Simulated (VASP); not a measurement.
Crystal: LiCl.

```
Cl Li
1.0
     0.00000    2.59852    2.59852
     2.59852    0.00000    2.59852
     2.59852    2.59852    0.00000
Cl Li
1 1
Direct
  0.50000 0.50000 0.50000
  0.00000 0.00000 0.00000
```

Base run:

* Program: VASP 6.6.1
* Functional: PBEsol
* Potentials or basis: VASP PAW PBE potentials, release 64 (Cl, Li_sv)
* Cutoff: 520 eV
* k mesh: 9 × 9 × 9
* Occupations: fermi-dirac, width 0.05 eV
* Spin: no spin polarisation

Its results: band gap on the k mesh 5.92 eV, direct.

Problem. The run is repeated on the same cell with these changes: functional from PBEsol to PBE. What comes out?

Solution. Band gap on the k mesh 6.12 eV, direct.

A k mesh can miss the band edges.
